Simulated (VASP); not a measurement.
The system is CuO.

```xyz
4
Lattice="2.3416 -1.7144 0.0000 2.3416 1.7144 0.0000 -0.8297 0.0000 5.0621" Properties=species:S:1:pos:R:3 pbc="T T T"
Cu    1.1708    0.8572    0.0000
Cu    0.7559   -0.8572    2.5311
O     2.1342   -0.2465    1.2655
O     1.7193    0.2465    3.7966
```

Base run:

- Program: VASP 6.6.1
- Functional: PBE
- Potentials or basis: VASP PAW PBE potentials, release 64 (Cu, O)
- Cutoff: 520 eV
- k mesh: 8 × 8 × 4
- Occupations: fermi-dirac, width 0.03 eV
- Spin: collinear spin
- Starting moments: [1.0, 1.0, 0.0, 0.0] μB
- Hubbard terms: Cu d U = 2.7 eV

Its results: pressure 6.3 GPa; net moment 1.86 μB per cell; site moments Cu +0.60; O +0.29 μB; largest force 0.030 eV/Å.

Problem. The run is repeated on the same cell with these changes: further incar settings from ALGO = Normal; EDIFF = 1e-07; NBANDS = 29 to ALGO = Normal; EDIFF = 1e-06; NBANDS = 29; ISYM = 0; moments at the start from [1.0, 1.0, 0.0, 0.0] to [-0.54, 0.54, 0.0, 0.0]. What comes out?

Solution. Pressure 5.4 GPa; net moment 0.00 μB per cell; site moments Cu -0.52, +0.52; O +0.00 μB; largest force 0.069 eV/Å.

Caveats: the cell stands under pressure.
